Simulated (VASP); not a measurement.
Here is a VASP 6.6.1 calculation.

File INCAR:

```
PREC = Accurate
ENCUT = 520
EDIFF = 1E-6
ISMEAR = 0
SIGMA = 0.1
LREAL = F
LASPH = T
NELM = 150
ALGO = Normal
ISIF = 2
LWAVE = F
LCHARG = F
ISPIN = 2
MAGMOM = 2.84 0.31
LORBIT = 11
LMAXMIX = 4
LDAU = T
LDAUTYPE = 2
LDAUL = 2 -1
LDAUU = 3.32 0
LDAUJ = 0 0
LDAUPRINT = 1
GGA = PE
NBANDS = 18
```

KPOINTS

```
Automatic mesh
0
Gamma
  18 18 18
```

File POSCAR:

```
CoO
1.0
    1.5367472036      0.8872414117      2.4735053773
   -1.5367472036      0.8872414117      2.4735053773
    0.0000000000     -1.7744828233      2.4735053773
Co O
1 1
Direct
    0.0000000000      0.0000000000      0.0000000000
    0.5000000000      0.5000000000      0.5000000000
```

Potentials or basis: VASP PAW PBE potentials, release 64 (Co, O).

The run is started by

```console
$ cat potpaw_PBE.64/Co/POTCAR potpaw_PBE.64/O/POTCAR > POTCAR
$ mpirun -np 1 vasp_std > vasp.out
```

(1) What does it give for the site moments?

(2) Predict the net moment.

(3) Estimate the pressure.

Results:

(1) Co +2.73; O +0.25 μB.

(2) 3.00 μB per cell.

(3) -7.4 GPa.

Caveat: the cell stands under tension; a cell with one magnetic atom can't hold antiferromagnetic order, which such compounds often take.
